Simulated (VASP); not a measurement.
# ZrB2 (P6/mmm) in VASP: further runs

ZrB2 is run at these levels: LDA; tasks: electric field gradients.

Program: VASP 6.6.1. These are calculated values, not measurements. Logs are shortened: lines on timing, memory, paths and dates and some standing lists are left out, and cuts for length are marked.

## (1) The cell of the first run

It takes space group P6/mmm (No. 191, hexagonal). Conventional cell: a = 3.176 Å, b = 3.176 Å, c = 3.532 Å, α = 90.00°, β = 90.00°, γ = 120.00°. Zr (site symmetry 6/mmm) has 12 B at 2.55 Å and 6 Zr at 3.18 Å within 3.4 Å. B (site symmetry -6m2) has 3 B at 1.83 Å within 2.4 Å.

## (2) Electric field gradients, LDA (volume scaled by 1.01)

File INCAR:

```
SYSTEM = ZrB2
ALGO = Normal
EDIFF = 1E-8
ENCUT = 520
GGA = CA
ISIF = 2
ISMEAR = -1
LASPH = .True.
LCHARG = .False.
LEFG = .True.
LREAL = .False.
LWAVE = .False.
NBANDS = 16
NELM = 80
PREC = Accurate
SIGMA = 0.03
```

File KPOINTS:

```
k-points
0
Gamma
  13 13 10
  0 0 0
```

File POSCAR:

```
ZrB2
1.0
    3.1755148523      0.0000000000      0.0000000000
   -1.5877574262      2.7500765323      0.0000000000
    0.0000000000      0.0000000000      3.5316944381
Zr B
1 2
Direct
    0.0000000000      0.0000000000      0.0000000000
    0.3333333333      0.6666666667      0.5000000000
    0.6666666667      0.3333333333      0.5000000000
```

Potentials or basis: VASP PAW LDA potentials, release 64 (Zr_sv, B).

The run is started by

```console
cat potpaw_LDA.64/Zr_sv/POTCAR potpaw_LDA.64/B/POTCAR > POTCAR
mpirun -np 1 vasp_std > vasp.out
```

OUTCAR:

```text
SYSTEM = ZrB2
   EDIFF = 1E-8
   ENCUT = 520
   GGA = CA
   ISIF = 2
   ISMEAR = -1
   LASPH = .True.
   LREAL = .False.
   NELM = 80
   PREC = Accurate

 ion  position               nearest neighbor table
   1  0.000  0.000  0.000-   2 2.55   3 2.55   2 2.55   3 2.55   3 2.55   3 2.55   2 2.55   2 2.55
                             3 2.55   3 2.55   2 2.55   2 2.55
   2  0.333  0.667  0.500-   3 1.83   3 1.83   3 1.83   1 2.55   1 2.55   1 2.55   1 2.55   1 2.55
                             1 2.55
   3  0.667  0.333  0.500-   2 1.83   2 1.83   2 1.83   1 2.55   1 2.55   1 2.55   1 2.55   1 2.55
                             1 2.55

  LATTYP: Found a hexagonal cell.
 ALAT       =     3.1755148523
 C/A-ratio  =     1.1121643583

  Lattice vectors:

 A1 = (   3.1755148523,   0.0000000000,   0.0000000000)
 A2 = (  -1.5877574262,   2.7500765323,   0.0000000000)
 A3 = (   0.0000000000,   0.0000000000,   3.5316944381)

Analysis of symmetry for initial positions (statically):
=====================================================================
 Subroutine PRICEL returns:
 Original cell was already a primitive cell.

 Routine SETGRP: Setting up the symmetry group for a
 hexagonal supercell.

 Subroutine GETGRP returns: Found 24 space group operations
 (whereof 24 operations were pure point group operations)
 out of a pool of 24 trial point group operations.

The static configuration has the point symmetry D_6h.

Analysis of symmetry for dynamics (positions and initial velocities):
=====================================================================
 Subroutine PRICEL returns:
 Original cell was already a primitive cell.

 Routine SETGRP: Setting up the symmetry group for a
 hexagonal supercell.

 Subroutine GETGRP returns: Found 24 space group operations
 (whereof 24 operations were pure point group operations)
 out of a pool of 24 trial point group operations.

The dynamic configuration has the point symmetry D_6h.

 Subroutine INISYM returns: Found 24 space group operations
 (whereof 24 operations are pure point group operations),
 and found     1 'primitive' translations

----------------------------------------------------------------------------------------

                                     Primitive cell

  volume of cell :      30.8420

  direct lattice vectors                    reciprocal lattice vectors
     3.175514852  0.000000000  0.000000000     0.314909565  0.181813122  0.000000000
    -1.587757426  2.750076532  0.000000000     0.000000000  0.363626244  0.000000000
     0.000000000  0.000000000  3.531694438     0.000000000  0.000000000  0.283150204

  length of vectors
     3.175514852  3.175514852  3.531694438     0.363626244  0.363626244  0.283150204

  position of ions in fractional coordinates (direct lattice)
     0.000000000  0.000000000  0.000000000
     0.333333333  0.666666667  0.500000000
     0.666666667  0.333333333  0.500000000

  ion indices of the primitive-cell ions
   primitive index   ion index
                 1           1
                 2           2
                 3           3

----------------------------------------------------------------------------------------

 KPOINTS: k-points

Automatic generation of k-mesh.
 Grid dimensions read from file:
 generate k-points for:   13   13   10

 Generating k-lattice:

  Cartesian coordinates                     Fractional coordinates (reciprocal lattice)
[... 20 lines left out ...]
  0.230769 -0.000000  0.000000      6.000000
  0.307692  0.000000  0.000000      6.000000
  0.384615  0.000000  0.000000      6.000000
[... 16 lines left out ...]
  0.076923  0.000000  0.100000     12.000000
  0.153846  0.000000  0.100000     12.000000
 [... further k-points ...]
   k-points           NKPTS =    126   k-points in BZ     NKDIM =    126   number of bands    NBANDS=     16
   number of dos      NEDOS =    301   number of ions     NIONS =      3
   total plane-waves  NPLWV =  16128
   dimension x,y,z NGX =    24 NGY =   24 NGZ =   28
   dimension x,y,z NGXF=    48 NGYF=   48 NGZF=   56
   ions per type =               1   2
   NGX,Y,Z   is equivalent  to a cutoff of  12.56, 12.56, 13.18 a.u.
   NGXF,Y,Z  is equivalent  to a cutoff of  25.13, 25.13, 26.36 a.u.
 SYSTEM =  ZrB2
   PREC   = accura    normal or accurate (medium, high low for compatibility)
   ISTART =      0    job   : 0-new  1-cont  2-samecut
   ICHARG =      2    charge: 1-file 2-atom 10-const
   ISPIN  =      1    spin polarized calculation?
   LNONCOLLINEAR =      F non collinear calculations
   LSORBIT =      F    spin-orbit coupling
   LASPH  =      T    aspherical Exc in radial PAW
   ENCUT  =  520.0 eV  38.22 Ry    6.18 a.u.   5.90  5.90  6.57*2*pi/ulx,y,z
   NELM   =     80;   NELMIN=  2; NELMDL= -5     # of ELM steps
   EDIFF  = 0.1E-07   stopping-criterion for ELM
   LREAL  =      F    real-space projection
   EDIFFG = 0.1E-06   stopping-criterion for IOM
   NSW    =      0    number of steps for IOM
   IBRION =     -1    ionic relax: 0-MD 1-quasi-New 2-CG
   NFREE  =      0    steps in history (QN), initial steepest desc. (CG)
   ISIF   =      2    stress and relaxation
   ISYM   =      2    0-nonsym 1-usesym 2-fastsym
   POTIM  = 0.5000    time-step for ionic-motion
   TEBEG  =    0.0;   TEEND  =   0.0 temperature during run
   PSTRESS=    0.0 pullay stress
   NELECT =      18.0000    total number of electrons
   NUPDOWN=      -1.0000    fix difference up-down
   EMIN   =  10.00;   EMAX   =-10.00  energy-range for DOS
   EFERMI =   0.00;   METHOD = LEGACY
   ISMEAR =    -1;   SIGMA  =   0.03  broadening in eV -4-tet -1-fermi 0-gaus
   EFERMI_NEDOS =   21; number of points for ismear=-14 and -15
   IALGO  =     38    algorithm
   IMIX   =      4    mixing-type and parameters
     AMIX     =   0.40;   BMIX     =  1.00
     AMIX_MAG =   1.60;   BMIX_MAG =  1.00
  volume/ion in A,a.u.               =      10.28        69.38
  Fermi-wavevector in a.u.,A,eV,Ry     =   1.368101  2.585337 25.466047  1.871702
  Thomas-Fermi vector in A             =   2.494095
   LORBIT       =      0    0 simple, 1 ext, 2 COOP (PROOUT), +10 PAW based schemes
   GGA     = CA    functional components
   LHFCALC =     F    Hartree Fock is set to
   AEXX    =    0.0000 exact exchange contribution
   IVDW    =     0    specifies the selected vdW correction
   LEPSILON=     F    determine dielectric tensor
   LRPA    =     F    only Hartree local field effects (RPA)
 non-spin polarized calculation
  energy-cutoff  :      520.00
  volume of cell :       30.84
 maximum number of plane-waves:       848
 NGX is ok and might be reduce to    24
   NGX = 11   NGY = 11   NGZ = 13

 number of electron      18.0000000 magnetization

 Free energy of the ion-electron system (eV)
  ---------------------------------------------------
  ext. energy  EPLUGINS =         0.00000000
  ---------------------------------------------------
  free energy    TOTEN  =       -27.45012749 eV

  energy without entropy =      -27.44894537  energy(sigma->0) =      -27.44953643

 E-fermi :  10.5324     XC(G=0): -12.5725

 val. band max:       10.5287581313   @ k =   0.3077   0.1538   0.0000
 cond. band min:      10.5397554733   @ k =   0.0769   0.0769   0.3000
 fundamental gap:      0.0109973420
 Fermi energy:        10.5323543275

 k-point     1 :       0.0000    0.0000    0.0000
  band No.  band energies     occupation
      1     -37.9269      2.00000
      2     -16.2668      2.00000
      3     -15.7117      2.00000
      4     -15.7117      2.00000
      5      -2.1186      2.00000
      6       7.7932      2.00000
[... 433 lines left out ...]
      3     -15.9230      2.00000
      4     -15.7560      2.00000
      5      -1.5268      2.00000
      6       6.6225      2.00000
[... 8 lines left out ...]
     15      17.0406      0.00000
     16      17.7823      0.00000

 [... further k-points ...]

------------------------ aborting loop because EDIFF is reached ----------------------------------------

  FORCE on cell =-STRESS in cart. coord.  units (eV):
  Direction    XX          YY          ZZ          XY          YZ          ZX
  --------------------------------------------------------------------------------------
  -------------------------------------------------------------------------------------
  Total       -1.8426827     -1.8426827     -1.5634779      0.0000000     -0.0000000     -0.0000000
  in kB      -95.7236139    -95.7236139    -81.2194915      0.0000000     -0.0000000     -0.0000000
  external PRESSURE =     -90.8889064 kB  Pullay stress =       0.0000000 kB

 VOLUME and BASIS-vectors are now :
 -----------------------------------------------------------------------------
  energy-cutoff  :      520.00
  volume of cell :       30.84
      direct lattice vectors                 reciprocal lattice vectors
     3.175514852  0.000000000  0.000000000     0.314909565  0.181813122  0.000000000
    -1.587757426  2.750076532  0.000000000     0.000000000  0.363626244  0.000000000
     0.000000000  0.000000000  3.531694438     0.000000000  0.000000000  0.283150204

 POSITION                                       TOTAL-FORCE (eV/Angst)
 -----------------------------------------------------------------------------------
      0.00000      0.00000      0.00000        -0.000000      0.000000      0.000000
     -0.00000      1.83338      1.76585        -0.000000      0.000000      0.000000
      1.58776      0.91669      1.76585         0.000000      0.000000      0.000000
 -----------------------------------------------------------------------------------
    total drift:                               -0.000000      0.000000     -0.000000

  FREE ENERGIE OF THE ION-ELECTRON SYSTEM (eV)
  ---------------------------------------------------
  free  energy   TOTEN  =       -27.4501274893 eV

  energy  without entropy=      -27.4489453749  energy(sigma->0) =      -27.44953643

 Electric field gradients (V/A^2)
---------------------------------------------------------------------
 ion       V_xx      V_yy      V_zz      V_xy      V_xz      V_yz
---------------------------------------------------------------------
   1     -22.220   -22.221    44.441    -0.000    -0.000    -0.000
   2      -0.860    -0.860     1.720    -0.000     0.000    -0.000
   3      -0.860    -0.860     1.720    -0.000     0.000    -0.000
---------------------------------------------------------------------

 Electric field gradients after diagonalization (V/A^2)
 (convention: |V_zz| > |V_xx| > |V_yy|)
----------------------------------------------------------------------
 ion       V_xx      V_yy      V_zz     asymmetry (V_yy - V_xx)/ V_zz
----------------------------------------------------------------------
   1     -22.221   -22.220    44.441       0.000
   2      -0.860    -0.860     1.720       0.000
   3      -0.860    -0.860     1.720       0.000
----------------------------------------------------------------------

           NMR quadrupolar parameters

 Cq : quadrupolar parameter    Cq=e*Q*V_zz/h
 eta: asymmetry parameters     (V_yy - V_xx)/ V_zz
 Q  : nuclear electric quadrupole moment in mb (millibarn)
----------------------------------------------------------------------
 ion       Cq(MHz)       eta       Q (mb)
----------------------------------------------------------------------
   1       0.107       0.000       1.000
   2       0.004       0.000       1.000
   3       0.004       0.000       1.000
----------------------------------------------------------------------
```

It took 66 s on 1 thread of Intel Xeon 8259CL, shared host; peak memory 0.18 GiB.

Results:

| Quantity | Value |
| --- | --- |
| Free energy | -27.4501 eV |
| Pressure | -9.1 GPa |
| Band gap on the k mesh | zero (band 9 reaches 11.01 eV, above the bottom of band 10 at 10.14 eV) |

Stress tensor (GPa, compression positive):
```
-9.57  0.00  0.00
 0.00 -9.57  0.00
 0.00  0.00 -8.12
```

Electric field gradients, principal values (V/Å²):
| atom | least | middle | greatest (by size) |
| --- | --- | --- | --- |
| 1 Zr | -22.220 | -22.221 | 44.441 |
| 2 B | -0.860 | -0.860 | 1.720 |
| 3 B | -0.860 | -0.860 | 1.720 |

Caveat: without QUAD_EFG the Cq values of the log hold for a quadrupole moment of 1 mb, not for the nuclei.

## (3) Electric field gradients, LDA (volume scaled by 1.04)

File INCAR:

```
SYSTEM = ZrB2
PREC = Accurate ; ENCUT = 520
EDIFF = 1E-8 ; ISMEAR = -1
SIGMA = 0.03 ; LREAL = .FALSE.
LASPH = .TRUE. ; NELM = 60
ALGO = Normal ; ISIF = 2
LWAVE = .FALSE. ; LCHARG = .FALSE.
LEFG = .TRUE. ; NBANDS = 16
```

File KPOINTS:

```
regular mesh
0
G
  13 13 10
  0 0 0
```

File POSCAR:

```
ZrB2
1.0
    3.2066493363      0.0000000000      0.0000000000
   -1.6033246682      2.7770397863      0.0000000000
    0.0000000000      0.0000000000      3.5663211014
Zr B
1 2
Direct
    0.0000000000      0.0000000000      0.0000000000
    0.3333333333      0.6666666667      0.5000000000
    0.6666666667      0.3333333333      0.5000000000
```

Potentials or basis: VASP PAW LDA potentials, release 64 (Zr_sv, B).

The run is started by

```console
cat potpaw_LDA.64/Zr_sv/POTCAR potpaw_LDA.64/B/POTCAR > POTCAR
mpirun -np 1 vasp_std > vasp.out
```

OUTCAR:

```text
SYSTEM = ZrB2
   PREC = Accurate
   ENCUT = 520
   EDIFF = 1E-8
   ISMEAR = -1
   LREAL = .FALSE.
   LASPH = .TRUE.
   NELM = 60
   ISIF = 2

 ion  position               nearest neighbor table
   1  0.000  0.000  0.000-   2 2.57   3 2.57   2 2.57   3 2.57   3 2.57   3 2.57   2 2.57   2 2.57
                             3 2.57   3 2.57   2 2.57   2 2.57
   2  0.333  0.667  0.500-   3 1.85   3 1.85   3 1.85   1 2.57   1 2.57   1 2.57   1 2.57   1 2.57
                             1 2.57
   3  0.667  0.333  0.500-   2 1.85   2 1.85   2 1.85   1 2.57   1 2.57   1 2.57   1 2.57   1 2.57
                             1 2.57

  LATTYP: Found a hexagonal cell.
 ALAT       =     3.2066493363
 C/A-ratio  =     1.1121643583

  Lattice vectors:

 A1 = (   3.2066493363,   0.0000000000,   0.0000000000)
 A2 = (  -1.6033246682,   2.7770397863,   0.0000000000)
 A3 = (   0.0000000000,   0.0000000000,   3.5663211014)

Analysis of symmetry for initial positions (statically):
=====================================================================
[... 658 lines left out ...]
 POSITION                                       TOTAL-FORCE (eV/Angst)
 -----------------------------------------------------------------------------------
      0.00000      0.00000      0.00000        -0.000000      0.000000      0.000000
     -0.00000      1.85136      1.78316         0.000000     -0.000000      0.000000
      1.60332      0.92568      1.78316        -0.000000      0.000000      0.000000
 -----------------------------------------------------------------------------------
    total drift:                               -0.000000      0.000000      0.000000

  FREE ENERGIE OF THE ION-ELECTRON SYSTEM (eV)
  ---------------------------------------------------
  free  energy   TOTEN  =       -27.3805648602 eV

  energy  without entropy=      -27.3793684763  energy(sigma->0) =      -27.37996667

 Electric field gradients (V/A^2)
---------------------------------------------------------------------
 ion       V_xx      V_yy      V_zz      V_xy      V_xz      V_yz
---------------------------------------------------------------------
   1     -21.989   -21.989    43.979    -0.000    -0.000     0.000
   2      -0.859    -0.859     1.718    -0.000     0.000    -0.000
   3      -0.859    -0.859     1.718    -0.000     0.000     0.000
---------------------------------------------------------------------

 Electric field gradients after diagonalization (V/A^2)
 (convention: |V_zz| > |V_xx| > |V_yy|)
----------------------------------------------------------------------
 ion       V_xx      V_yy      V_zz     asymmetry (V_yy - V_xx)/ V_zz
----------------------------------------------------------------------
   1     -21.989   -21.989    43.979       0.000
   2      -0.859    -0.859     1.718       0.000
   3      -0.859    -0.859     1.718       0.000
----------------------------------------------------------------------

           NMR quadrupolar parameters

 Cq : quadrupolar parameter    Cq=e*Q*V_zz/h
 eta: asymmetry parameters     (V_yy - V_xx)/ V_zz
 Q  : nuclear electric quadrupole moment in mb (millibarn)
----------------------------------------------------------------------
 ion       Cq(MHz)       eta       Q (mb)
----------------------------------------------------------------------
   1       0.106       0.000       1.000
   2       0.004       0.000       1.000
   3       0.004       0.000       1.000
----------------------------------------------------------------------
```

OSZICAR:

```text
N       E                     dE             d eps       ncg     rms          rms(c)
DAV:   1     0.988085000807E+02    0.98809E+02   -0.95600E+03  4032   0.112E+03
DAV:   2    -0.260099662136E+02   -0.12482E+03   -0.12033E+03  5280   0.289E+02
DAV:   3    -0.300491376258E+02   -0.40392E+01   -0.40232E+01  6208   0.443E+01
DAV:   4    -0.301057307935E+02   -0.56593E-01   -0.56584E-01  4848   0.492E+00
DAV:   5    -0.301071446689E+02   -0.14139E-02   -0.14138E-02  6184   0.497E-01    0.202E+01
DAV:   6    -0.274322838111E+02    0.26749E+01   -0.61958E+00  5200   0.160E+01    0.792E+00
DAV:   7    -0.273865957375E+02    0.45688E-01   -0.58363E-01  5472   0.466E+00    0.309E+00
DAV:   8    -0.273850375560E+02    0.15582E-02   -0.95096E-02  4888   0.241E+00    0.379E-01
DAV:   9    -0.273808904410E+02    0.41471E-02   -0.20673E-02  5080   0.104E+00    0.183E-01
DAV:  10    -0.273805598959E+02    0.33055E-03   -0.17373E-03  4760   0.370E-01    0.393E-02
DAV:  11    -0.273805662751E+02   -0.63792E-05   -0.57258E-05  5224   0.709E-02    0.911E-03
DAV:  12    -0.273805651024E+02    0.11727E-05   -0.27906E-06  5184   0.139E-02    0.642E-03
DAV:  13    -0.273805648528E+02    0.24953E-06   -0.46998E-07  5688   0.604E-03    0.108E-03
DAV:  14    -0.273805648602E+02   -0.73528E-08   -0.29507E-08  4640   0.138E-03
   1 F= -.27380565E+02 E0= -.27379967E+02  d E =-.119638E-02
```

stdout:

```text
POSCAR found type information on POSCAR ZrB
 POSCAR found :  2 types and       3 ions
 scaLAPACK will be used
 LDA part: xc-table for (Slater(with rela. corr.)+CA(PZ))
 , standard interpolation
 POSCAR, INCAR and KPOINTS ok, starting setup
 FFT: planning ... GRIDC
 FFT: planning ... GRID_SOFT
 FFT: planning ... GRID
 WAVECAR not read
 entering main loop
ion   1

ion   2

ion   3
```

Wall time 68 s (1 thread of Intel Xeon 8259CL, shared host); peak memory 0.18 GiB.

Results:

```yaml
Free_energy: -27.3806 eV
Pressure: -15.3 GPa
Band_gap_on_the_k_mesh: zero (band 9 reaches 10.66 eV, above the bottom of band 10 at 9.82 eV)
```

Levels at points of the mesh, in eV from the Fermi level:
| k point | band 7 | band 8 | band 9 | band 10 | band 11 | band 12 |
| --- | --- | --- | --- | --- | --- | --- |
| (0.00, 0.00, 0.00) | -2.68 | -2.62 | -2.39 | 3.12 | 3.12 | 3.89 |
| (0.00, 0.00, 0.50) | -1.05 | -1.05 | 0.18 | 0.18 | 0.63 | 0.63 |

Electric field gradients, principal values (V/Å²):
```
atom    least   middle  greatest (by size)
1 Zr  -21.989  -21.989              43.979
 2 B   -0.859   -0.859               1.718
 3 B   -0.859   -0.859               1.718
```

Caveat: without QUAD_EFG the Cq values of the log hold for a quadrupole moment of 1 mb, not for the nuclei.

(Continued in part 2 of 3.)
